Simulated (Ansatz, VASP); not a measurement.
## Two plane-wave programs on HfH5

The input INCAR:

```
SYSTEM = HfH5
PREC = Accurate
ENCUT = 600
EDIFF = 1E-6
ISMEAR = 0
SIGMA = 0.1
LREAL = .False.
LASPH = .True.
NELM = 80
ALGO = Normal
ISIF = 3
LWAVE = .False.
LCHARG = .False.
GGA = PE
IBRION = 2
NSW = 100
EDIFFG = -0.01
```

KPOINTS

```
regular mesh
0
Gamma
  12 12 12
  0 0 0
```

POSCAR

```
HfH5
1.0
    3.5234005161      0.0000000000      0.0000000000
   -1.7617002581      3.0513543547      0.0000000000
    0.0000000000      0.0000000000      3.1636411151
Hf H
1 5
Direct
    0.0000000000      0.0000000000      0.0000000000
    0.0000000000      0.5000000000      0.5000000000
    0.3333333333      0.6666666667      0.0000000000
    0.6666666667      0.3333333333      0.0000000000
    0.5000000000      0.0000000000      0.5000000000
    0.5000000000      0.5000000000      0.5000000000
```

Input for Ansatz:

```yaml
crystal:
  lattice:
    - [3.5234005161, 0.0, 0.0]
    - [-1.7617002581, 3.0513543547, 0.0]
    - [0.0, 0.0, 3.1636411151]
  atoms:
    - { symbol: Hf, position: [0.0, 0.0, 0.0] }
    - { symbol: H, position: [0.0, 0.5, 0.5] }
    - { symbol: H, position: [0.3333333333, 0.6666666667, 0.0] }
    - { symbol: H, position: [0.6666666667, 0.3333333333, 0.0] }
    - { symbol: H, position: [0.5, 0.0, 0.5] }
    - { symbol: H, position: [0.5, 0.5, 0.5] }
basis:
  ecutwfc: 420
kpoints:
  mp_grid: { grid: [12, 12, 12] }
hamiltonian:
  xc: pbe
scf:
  occupations: { method: gaussian, width: 0.1 }
output:
  forces: true
  stress: true
  eigenvalues: true
  write_density: true
  write_potential: true
  elf: true
  volumetric_format: npy
relax:
  adjacent_minimum: "off"
  f_tol: 0.01
  max_steps: 80
  cell: { stress_tol: 0.05 }
```

Change from the starting cell: species swapped into the CeFe5 type (P6/mmm, No. 191).

Alike in both runs: task relaxation of cell and atoms; functional PBE; k mesh 12 × 12 × 12; occupations gaussian, width 0.1 eV; no spin polarisation.

|  | VASP | Ansatz |
| --- | --- | --- |
| version | VASP 6.6.1 | Ansatz 0.2.0 |
| potentials or method | VASP PAW PBE potentials, release 64 (Hf_pv, H), cutoff 600 eV | scalar-relativistic, plane waves, PAW |
| valence electrons in the cell | 15 | 31 |

Ansatz gave:

```
gap on the k mesh at the Fermi level, each at its own relaxed structure (eV) : none
relaxed volume (Å³/atom)                                                     : 5.65
relaxed length of the cell vector where the two differ most in proportion (Å)              : 3.544
```

Problem. Which values does VASP return?

Solution. gap on the k mesh at the Fermi level, each at its own relaxed structure (eV): none; relaxed volume (Å³/atom): 5.62; relaxed length of the cell vector where the two differ most in proportion (Å): 3.538.

A gap of «none» marks a metal or a gap that the smearing closes. VASP's potentials hold 15 valence electrons a cell and Ansatz's 31, so a difference there can come from the potentials and not from the codes.

Neither program's run includes spin-orbit coupling.
